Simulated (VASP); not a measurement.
# Bi7Sb (R3m) in VASP: relaxation of cell and atoms with PBE

Aim: the relaxation of cell and atoms of Bi7Sb with PBE.

Everything below comes from runs of VASP 6.6.1. Logs are shortened: lines on timing, memory, paths and dates and some standing lists are left out, and cuts for length are marked.

## 1. The cell of the first run

It takes space group R3m (No. 160, trigonal). The conventional cell has a = 9.015 Å, b = 9.015 Å, c = 11.742 Å, α = 90.00°, β = 90.00°, γ = 120.00°. Within 4.0 Å of Sb (site symmetry 3m) lie 6 Bi at 3.05 to 3.49 Å. Bi (site symmetry m) has 6 Bi at 3.05 to 3.49 Å within 4.0 Å. Bi (site symmetry 3m) has 6 Bi at 3.05 to 3.49 Å within 4.0 Å. Bi (site symmetry m) has 4 Bi at 3.05 to 3.49 Å and 2 Sb at 3.05 to 3.49 Å within 4.0 Å.

## 2. Relaxation of cell and atoms, PBE

The input, INCAR:

```
SYSTEM = Bi7Sb
  PREC = Accurate
  ENCUT = 600
  EDIFF = 1E-6
  ISMEAR = 0
  SIGMA = 0.03
  LREAL = .False.
  LASPH = .True.
  NELM = 80
  ALGO = Normal
  ISIF = 3
  LWAVE = .False.
  LCHARG = .False.
  GGA = PE
  IBRION = 2
  NSW = 90
  EDIFFG = -0.01
  KPAR = 4
```

The input, KPOINTS:

```
Automatic mesh
0
Gamma
  6 6 4
  0 0 0
```

The input, POSCAR:

```
Bi7Sb
1.0
    9.0149569400      0.0000000000      0.0000000000
    4.5074784700     -7.8071817200      0.0000000000
    4.5074784700     -2.6023939100     -7.8282029600
Sb Bi
2 14
Direct
    0.1170000000      0.6170000000      0.1490000000
    0.6170000000      0.1170000000      0.6490000000
    0.1170000000      0.1170000000      0.1490000000
    0.1170000000      0.6170000000      0.6490000000
    0.1170000000      0.1170000000      0.6490000000
    0.6170000000      0.6170000000      0.1490000000
    0.6170000000      0.1170000000      0.1490000000
    0.6170000000      0.6170000000      0.6490000000
    0.3830000000      0.8830000000      0.3510000000
    0.3830000000      0.3830000000      0.3510000000
    0.3830000000      0.8830000000      0.8510000000
    0.3830000000      0.3830000000      0.8510000000
    0.8830000000      0.8830000000      0.3510000000
    0.8830000000      0.3830000000      0.3510000000
    0.8830000000      0.8830000000      0.8510000000
    0.8830000000      0.3830000000      0.8510000000
```

Potentials or basis: VASP PAW PBE potentials, release 64 (Sb, Bi_d).

The run is started by

```
$ cat potpaw_PBE.64/Sb/POTCAR potpaw_PBE.64/Bi_d/POTCAR > POTCAR
$ mpirun -np 4 vasp_std > vasp.out
```

OUTCAR:

```text
SYSTEM = Bi7Sb
   PREC = Accurate
   ENCUT = 600
   EDIFF = 1E-6
   ISMEAR = 0
   LREAL = .False.
   LASPH = .True.
   NELM = 80
   ISIF = 3
   GGA = PE
   IBRION = 2
   NSW = 90
   EDIFFG = -0.01

 ion  position               nearest neighbor table
   1  0.117  0.617  0.149-  13 3.05  14 3.05  10 3.05  15 3.49  11 3.49  12 3.49
   2  0.617  0.117  0.649-  12 3.05  11 3.05  15 3.05  10 3.49  14 3.49  13 3.49
   3  0.117  0.117  0.149-  14 3.05  13 3.05   9 3.05  16 3.49  12 3.49  11 3.49
   4  0.117  0.617  0.649-  15 3.05  16 3.05  12 3.05  13 3.49   9 3.49  10 3.49
   5  0.117  0.117  0.649-  16 3.05  15 3.05  11 3.05  14 3.49  10 3.49   9 3.49
   6  0.617  0.617  0.149-   9 3.05  10 3.05  14 3.05  11 3.49  15 3.49  16 3.49
[... 8 lines left out ...]
  15  0.883  0.883  0.851-   4 3.05   5 3.05   2 3.05   1 3.49   6 3.49   7 3.49
  16  0.883  0.383  0.851-   5 3.05   4 3.05   8 3.05   3 3.49   7 3.49   6 3.49
[... 7 lines left out ...]
 A1 = (  -4.5074784700,  -2.6023939100,  -7.8282029600)
 A2 = (   0.0000000000,   5.2047878100,  -7.8282029600)
 A3 = (   4.5074784700,  -2.6023939100,  -7.8282029600)

Analysis of symmetry for initial positions (statically):
=====================================================================
 Subroutine PRICEL returns following result:

  LATTYP: Found a trigonal (rhomboedric) cell.
 ALAT       =     6.5122965684
 COS(alpha) =     0.0418599866

  Lattice vectors:

 A1 = (   0.0000000000,  -5.2047878150,  -3.9141014800)
 A2 = (  -4.5074784700,   2.6023939050,  -3.9141014800)
 A3 = (   4.5074784700,   2.6023939050,  -3.9141014800)

   2 primitive cells build up your supercell.

 Routine SETGRP: Setting up the symmetry group for a
 trigonal (rhombohedral) supercell.

 Subroutine GETGRP returns: Found  6 space group operations
 (whereof  2 operations were pure point group operations)
 out of a pool of 12 trial point group operations.

The static configuration has the point symmetry C_1h.
 The point group associated with its full space group is C_3v.

Analysis of symmetry for dynamics (positions and initial velocities):
=====================================================================
 Subroutine PRICEL returns following result:

  LATTYP: Found a trigonal (rhomboedric) cell.
 ALAT       =     6.5122965684
 COS(alpha) =     0.0418599866

  Lattice vectors:

 A1 = (   0.0000000000,  -5.2047878150,  -3.9141014800)
 A2 = (  -4.5074784700,   2.6023939050,  -3.9141014800)
 A3 = (   4.5074784700,   2.6023939050,  -3.9141014800)

   2 primitive cells build up your supercell.

 Routine SETGRP: Setting up the symmetry group for a
 trigonal (rhombohedral) supercell.

[... 163 lines left out ...]
   LORBIT       =      0    0 simple, 1 ext, 2 COOP (PROOUT), +10 PAW based schemes
   GGA     = PE    functional components
   LHFCALC =     F    Hartree Fock is set to
   AEXX    =    0.0000 exact exchange contribution
   IVDW    =     0    specifies the selected vdW correction
   LEPSILON=     F    determine dielectric tensor
   LRPA    =     F    only Hartree local field effects (RPA)
 conjugate gradient relaxation of ions
 non-spin polarized calculation
 Gauss-broadening in eV      SIGMA  =   0.03
  energy-cutoff  :      600.00
  volume of cell :      550.96
 maximum number of plane-waves:     18426
   NGX = 37   NGY = 37   NGZ = 37

--------------------------------------- Ionic step        1  -------------------------------------------

 number of electron     220.0000027 magnetization

 Free energy of the ion-electron system (eV)
  ---------------------------------------------------
  ext. energy  EPLUGINS =         0.00000000
  ---------------------------------------------------
  free energy    TOTEN  =       -62.44154073 eV

  energy without entropy =      -62.44071033  energy(sigma->0) =      -62.44112553

------------------------ aborting loop because EDIFF is reached ----------------------------------------

  FORCE on cell =-STRESS in cart. coord.  units (eV):
  Direction    XX          YY          ZZ          XY          YZ          ZX
  --------------------------------------------------------------------------------------
  -------------------------------------------------------------------------------------
  Total        7.9809264      7.9809264      8.1280037      0.0000000      0.0000000      0.0000000
  in kB       23.2083288     23.2083287     23.6360256      0.0000000      0.0000000      0.0000000
  external PRESSURE =      23.3508944 kB  Pullay stress =       0.0000000 kB
[... 131 lines left out ...]
  FREE ENERGIE OF THE ION-ELECTRON SYSTEM (eV)
  ---------------------------------------------------
  free  energy   TOTEN  =       -62.6390528021 eV

  energy  without entropy=      -62.6383167203  energy(sigma->0) =      -62.63868476

[... ionic steps 4 to 13 ...]

--------------------------------------- Ionic step       14  -------------------------------------------

 number of electron     220.0000010 magnetization

------------------------ aborting loop because EDIFF is reached ----------------------------------------
[... 95 lines left out ...]
--------------------------------------- Ionic step       16  -------------------------------------------

 number of electron     220.0000010 magnetization

 Free energy of the ion-electron system (eV)
  ---------------------------------------------------
  ext. energy  EPLUGINS =         0.00000000
  ---------------------------------------------------
  free energy    TOTEN  =       -62.67517978 eV

  energy without entropy =      -62.67470116  energy(sigma->0) =      -62.67494047

 E-fermi :   5.8631     XC(G=0):  -9.3017

 val. band max:        5.8490360470   @ k =  -0.1667   0.1667  -0.0000
 cond. band min:       5.8783119524   @ k =  -0.3333  -0.3333   0.2500
 fundamental gap:      0.0292759054
 Fermi energy:         5.8630631892

 k-point     1 :       0.0000    0.0000    0.0000
  band No.  band energies     occupation
      1     -17.0119      2.00000
      2     -17.0119      2.00000
      3     -17.0101      2.00000
      4     -16.9495      2.00000
      5     -16.9495      2.00000
      6     -16.9358      2.00000
[... 2989 lines left out ...]
    121       8.2167      0.00000
    122       8.3410      0.00000

 [... further k-points ...]

 [bands above 122 left out]

------------------------ aborting loop because EDIFF is reached ----------------------------------------

  FORCE on cell =-STRESS in cart. coord.  units (eV):
  Direction    XX          YY          ZZ          XY          YZ          ZX
  --------------------------------------------------------------------------------------
  -------------------------------------------------------------------------------------
  Total       -0.0002665     -0.0002665      0.0056786     -0.0000000      0.0000000      0.0000000
  in kB       -0.0007350     -0.0007350      0.0156630     -0.0000000      0.0000000      0.0000000
  external PRESSURE =       0.0047310 kB  Pullay stress =       0.0000000 kB
[... 31 lines left out ...]
  FREE ENERGIE OF THE ION-ELECTRON SYSTEM (eV)
  ---------------------------------------------------
  free  energy   TOTEN  =       -62.6751797768 eV

  energy  without entropy=      -62.6747011628  energy(sigma->0) =      -62.67494047

 reached required accuracy - stopping structural energy minimisation
```

CONTCAR:

```text
Bi7Sb
   1.00000000000000
     9.1152161221730488   -0.0000000000000000   -0.0000000000000000
     4.5576080610865244   -7.8940087185911141   -0.0000000001047059
     4.5576080610865244   -2.6313362430048359   -8.0725935340230972
  Sb              Bi
     2    14
Direct
     0.1150840072798610    0.6150840072798676    0.1547479781604034
     0.6150840072798611    0.1150840072798675    0.6547479781604034
     0.1172055459409438    0.1172275761948268    0.1483393016693855
     0.1172275761948367    0.6172275761948269    0.6483393016693858
     0.1172275761948367    0.1172055459409343    0.6483393016693852
     0.6172275761948368    0.6172055459409344    0.1483393016693852
[... 8 lines left out ...]
     0.8784663353041879    0.8858727968292798    0.8497880710372534
     0.8830433654267728    0.3830433654267825    0.8508699037196791

  0.00000000E+00  0.00000000E+00  0.00000000E+00
  0.00000000E+00  0.00000000E+00  0.00000000E+00
  0.00000000E+00  0.00000000E+00  0.00000000E+00
  0.00000000E+00  0.00000000E+00  0.00000000E+00
  0.00000000E+00  0.00000000E+00  0.00000000E+00
  0.00000000E+00  0.00000000E+00  0.00000000E+00
[... 8 lines left out ...]
  0.00000000E+00  0.00000000E+00  0.00000000E+00
  0.00000000E+00  0.00000000E+00  0.00000000E+00
```

It took 2.8 h on 4 MPI ranks of Intel Xeon 6975P-C (Granite Rapids), shared host; peak memory 2.6 GiB.

What came out:

| Item | Value |
| --- | --- |
| Free energy | -62.6752 eV |
| Relaxed volume | 36.30 Å³/atom |
| Relaxed cell | a = 9.115 Å, b = 9.115 Å, c = 9.637 Å, α = 61.77°, β = 61.77°, γ = 60.00° |
| Space group after relaxing (to 0.1 Å) | R3m (No. 160) |
| Energy gained by relaxing | 14.6 meV/atom |
| Ionic steps | 16 |
| Pressure after relaxing | 0.0 GPa |
| Largest force after relaxing | 0.008 eV/Å |
| Band gap on the k mesh | zero (bands 110 and 111 overlap by 0.25 eV) |

Forces in eV/Å, atoms in the order of the input:
```
Sb   0.000  0.000  0.008
Sb   0.000  0.000  0.008
Bi  -0.007 -0.004  0.002
Bi   0.007 -0.004  0.002
Bi   0.000  0.008  0.002
Bi   0.000  0.008  0.002
Bi   0.007 -0.004  0.002
Bi  -0.007 -0.004  0.002
Bi   0.000  0.000 -0.008
Bi  -0.005 -0.003 -0.002
Bi   0.005 -0.003 -0.002
Bi   0.000  0.006 -0.002
Bi   0.000  0.006 -0.002
Bi   0.005 -0.003 -0.002
Bi  -0.005 -0.003 -0.002
Bi   0.000  0.000 -0.008
```

The path:
```
step  energy change (eV)  largest force (eV/Å)  pressure (GPa)  volume (Å³)
   1              0.0000                0.3247            2.34       550.96
   2             -0.1339                0.3472           -1.22       591.96
   3             -0.1975                0.2478           -0.05       576.45
   4             -0.2115                0.1892           -0.03       576.66
   5             -0.2297                0.0594            0.06       577.23
   6             -0.2297                0.0637            0.06       577.27
   7             -0.2314                0.0494           -0.02       579.06
   8             -0.2320                0.0403           -0.08       580.31
   9             -0.2330                0.0205            0.01       579.84
  10             -0.2331                0.0257            0.04       579.68
  11             -0.2334                0.0181            0.02       580.25
  12             -0.2335                0.0120            0.00       580.72
  13             -0.2335                0.0179           -0.03       581.66
  14             -0.2335                0.0114           -0.02       581.06
  15             -0.2335                0.0112           -0.01       580.98
  16             -0.2336                0.0082            0.00       580.87
```

Final structure:
```
Sb Bi
1.0
     9.11522    0.00000    0.00000
     4.55761   -7.89401    0.00000
     4.55761   -2.63134   -8.07259
Sb Bi
2 14
Direct
  0.11508 0.61508 0.15475
  0.61508 0.11508 0.65475
  0.11721 0.11723 0.14834
  0.11723 0.61723 0.64834
  0.11723 0.11721 0.64834
  0.61723 0.61721 0.14834
  0.61723 0.11723 0.14834
  0.61721 0.61723 0.64834
  0.38304 0.88304 0.35087
  0.37847 0.38587 0.34979
  0.38587 0.88587 0.84979
  0.38587 0.37847 0.84979
  0.88587 0.87847 0.34979
  0.88587 0.38587 0.34979
  0.87847 0.88587 0.84979
  0.88304 0.38304 0.85087
```

Caveat: spin-orbit coupling is left out, which moves the levels of the heavy elements.
